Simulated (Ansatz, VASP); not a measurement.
## One calculation of FeCo3, two programs

The input POSCAR:

```
FeCo3
1.0
    3.6512705547      0.0000000000      0.0000000000
    0.0000000000      3.6512705547      0.0000000000
    0.0000000000      0.0000000000      3.6512705547
Fe Co
1 3
Direct
    0.0000000000      0.0000000000      0.0000000000
    0.5000000000      0.5000000000      0.0000000000
    0.5000000000      0.0000000000      0.5000000000
    0.0000000000      0.5000000000      0.5000000000
```

INCAR.step1

```
ALGO = Normal
EDIFF = 1E-4
ENCUT = 520
GGA = PE
ISMEAR = 0
ISPIN = 2
LASPH = True
LCHARG = False
LMAXMIX = 4
LREAL = False
LWAVE = True
MAGMOM = 3.21 2.09 2.09 2.09
NBANDS = 30
NELM = 150
PREC = Accurate
SIGMA = 0.1
```

Contents of INCAR.step2:

```
ALGO = Normal
EDIFF = 1E-7
ENCUT = 520
ISIF = 2
ISMEAR = 0
ISPIN = 2
ISTART = 1
LASPH = True
LCHARG = False
LMAXMIX = 4
LMIXTAU = True
LORBIT = 11
LREAL = False
LWAVE = False
MAGMOM = 3.21 2.09 2.09 2.09
METAGGA = R2SCAN
NBANDS = 30
NELM = 150
PREC = Accurate
SIGMA = 0.1
```

Contents of KPOINTS:

```
k-points
0
Gamma
  12 12 12
```

Input for Ansatz:

```yaml
crystal:
  lattice:
    - [3.6512705547, 0.0, 0.0]
    - [0.0, 3.6512705547, 0.0]
    - [0.0, 0.0, 3.6512705547]
  atoms:
    - { symbol: Fe, position: [0.0, 0.0, 0.0], spin: 3.21 }
    - { symbol: Co, position: [0.5, 0.5, 0.0], spin: 2.09 }
    - { symbol: Co, position: [0.5, 0.0, 0.5], spin: 2.09 }
    - { symbol: Co, position: [0.0, 0.5, 0.5], spin: 2.09 }
basis:
  ecutwfc: 500
kpoints:
  mp_grid: { grid: [12, 12, 12] }
hamiltonian:
  xc: r2scan
scf:
  occupations: { method: gaussian, width: 0.1 }
output:
  forces: true
  stress: true
  eigenvalues: true
  populations: true
magnetization:
  spin_polarized: true
```

Alike in both runs: task single point; functional r2SCAN; k mesh 12 × 12 × 12; occupations gaussian, width 0.1 eV; collinear spin.

|  | VASP | Ansatz |
| --- | --- | --- |
| version | VASP 6.6.1 | Ansatz 0.2.0 |
| potentials or method | VASP PAW PBE potentials, release 64 (Fe, Co), cutoff 520 eV | scalar-relativistic, plane waves, PAW |
| valence electrons in the cell | 35 | 67 |

Ansatz gave:

- gap on the k mesh at the Fermi level (eV): none
- pressure (GPa): -15.7
- net moment per atom (μB): 2.10
- size of the moment on the site where the two differ most (μB): 1.95

Question: Which values does VASP return?

Answer: gap on the k mesh at the Fermi level (eV): none; pressure (GPa): -15.7; net moment per atom (μB): 2.09; size of the moment on the site where the two differ most (μB): 1.89.

VASP's potentials were made for PBE, not for r2SCAN. Site moments also hang on the region over which each program counts them. A gap of «none» marks a metal or a gap that the smearing closes. With one functional, cell and mesh, what is left measures potentials, basis and numerics. VASP's potentials hold 35 valence electrons a cell and Ansatz's 67, so a difference there can come from the potentials and not from the codes. Ansatz's warnings: stability check not made.
